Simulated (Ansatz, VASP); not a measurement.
**MgF2: VASP beside Ansatz**

```
CELL_PARAMETERS angstrom
4.63925 0.00000 0.00000
0.00000 4.63925 0.00000
0.00000 0.00000 3.06246
ATOMIC_POSITIONS crystal
Mg 0.00000 0.00000 0.00000
Mg 0.50000 0.50000 0.50000
F 0.30339 0.30339 0.00000
F 0.69661 0.69661 0.00000
F 0.80339 0.19661 0.50000
F 0.19661 0.80339 0.50000
```

Alike in both runs: functional PBEsol; k mesh 7 × 7 × 10; occupations fermi-dirac, width 0.08 eV; no spin polarisation.

Ansatz relaxed the structure, and its values are those at the end. VASP's run is a single point on that final structure, the one shown.

|  | VASP | Ansatz |
| --- | --- | --- |
| version | VASP 6.6.1 | Ansatz 0.2.0 |
| potentials or method | VASP PAW PBE potentials, release 64 (Mg, F) | PAW with Ansatz's default frozen-core files, scalar-relativistic |
| plane-wave cutoff (eV) | 600 | 420 |
| valence electrons in the cell | 32 | 48 |

```tsv
	VASP	Ansatz	Ansatz less VASP
pressure (GPa)	-1.0	0.0	+0.96
```

VASP's potentials were made for PBE, not for PBEsol. VASP's potentials hold 32 valence electrons a cell and Ansatz's 48, so a difference there can come from the potentials and not from the codes.
